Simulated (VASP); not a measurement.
Here is a VASP 6.6.1 calculation.

Contents of INCAR:

```
  ALGO = Normal
  DIPOL = 0.5 0.5 0.500
  EDIFF = 1E-6
  EFIELD = -0.3
  ENCUT = 520
  GGA = PE
  IDIPOL = 3
  ISIF = 2
  ISMEAR = -1
  LASPH = True
  LCHARG = True
  LDIPOL = True
  LELF = True
  LREAL = False
  LVACPOTAV = True
  LVHAR = True
  LWAVE = False
  NBANDS = 8
  NELM = 60
  PREC = Accurate
  SIGMA = 0.1
```

Contents of KPOINTS:

```
k-points
0
Gamma
  11 11 1
```

File POSCAR:

```
Sb
1.0
    3.3888387676      0.0000000000      0.0000000000
   -1.6944193838      2.9348204621      0.0000000000
    0.0000000000      0.0000000000     16.0000000000
Sb
1
Direct
    0.0000000000      0.0000000000      0.5000000000
```

Potentials or basis: VASP PAW PBE potentials, release 64 (Sb).

Launch:

```bash
$ cat potpaw_PBE.64/Sb/POTCAR > POTCAR
$ mpirun -np 1 vasp_std > vasp.out
```

Problem. Predict the band gap on the k mesh.

Solution. Zero (an odd number of electrons rules out a gap without spin polarisation).

Caveat: spin-orbit coupling is left out, which moves the levels of the heavy elements.
